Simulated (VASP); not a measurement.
H2CO2, 40 atoms in the cell. The cell holds an amorphous packing of atoms, 40 atoms: a = 7.388 Å, b = 7.388 Å, c = 7.388 Å, α = 90.00°, β = 90.00°, γ = 90.00°. 

```yaml
Program: VASP 6.6.1
Task: single point
Functional: PBEsol
Potentials_or_basis: VASP PAW PBE potentials, release 64 (O, C, H)
Cutoff: 520 eV
k_mesh: 1 × 1 × 1
Occupations: fermi-dirac, width 0.05 eV
Spin: no spin polarisation
Dipole_correction: no
Further_INCAR_settings: LREAL = Auto; ALGO = Normal; EDIFF = 1e-07; NBANDS = 98
```

Potentials or basis: VASP PAW PBE potentials, release 64 (O, C, H).

The run is started by

```sh
$ cat potpaw_PBE.64/O/POTCAR potpaw_PBE.64/C/POTCAR potpaw_PBE.64/H/POTCAR > POTCAR
$ mpirun -np 1 vasp_gam > vasp.out
```

Hardware: 1 thread of AMD EPYC 7R43 64-Core Processor (Zen 3), on a shared host.

How long does it take, and how much memory?

It took 64 s on 1 thread of AMD EPYC 7R43 64-Core Processor (Zen 3) (shared host), peak memory 0.35 GiB. Counts: scf iterations 18, k points 1.
